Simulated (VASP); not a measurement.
Wanted: the native input for a VASP 6.6.1 run.

| Quantity | Value |
| --- | --- |
| Task | single point |
| Functional | PBEsol |
| Potentials or basis | VASP PAW PBE potentials, release 64 (Zr_sv) |
| Cutoff | 520 eV |
| k mesh | 16 × 16 × 8 |
| Occupations | gaussian, width 0.05 eV |
| Spin | no spin polarisation |
| Dipole correction | no |
| Further INCAR settings | ALGO = Normal; EDIFF = 1e-06; NBANDS = 19 |

The structure of Zr lies in POSCAR:

```
Zr
1.0
    3.1874382048      0.0000000000      0.0000000000
   -1.5937191024      2.7604024583      0.0000000000
    0.0000000000      0.0000000000      5.1074757188
Zr
2
Direct
    0.3333333333      0.6666666667      0.7500000000
    0.6666666667      0.3333333333      0.2500000000
```

These files were run (other wordings do the same):

INCAR

```
PREC     = Accurate       # precision mode
ENCUT    = 520            # plane-wave cutoff, eV
EDIFF    = 1E-6           # SCF threshold, eV
ISMEAR   = 0              # smearing method
SIGMA    = 0.05           # smearing width, eV
LREAL    = F              # projectors in reciprocal space
LASPH    = T              # aspherical terms in the spheres
NELM     = 60             # most SCF steps
ALGO     = Normal         # electronic algorithm
ISIF     = 2              # what is computed and relaxed
LWAVE    = F              # write WAVECAR
LCHARG   = F              # write CHGCAR
GGA      = PS             # functional
NBANDS   = 19             # bands
```

KPOINTS

```
regular mesh
0
Gamma
  16 16 8
```

Potentials or basis: VASP PAW PBE potentials, release 64 (Zr_sv).

Command:

```sh
$ cat potpaw_PBE.64/Zr_sv/POTCAR > POTCAR
$ mpirun -np 1 vasp_std > vasp.out
```

Results of the run:

```yaml
Pressure: 0.1 GPa
Band_gap_on_the_k_mesh: zero (bands 12 and 13 overlap by 1.33 eV)
```

Caveat: the PAW data sets were made with another functional, which shifts forces and pressure a little.

Wall time 2.3 min on 1 thread of Intel Xeon 8259CL, with other jobs on the host, peak memory 0.23 GiB.
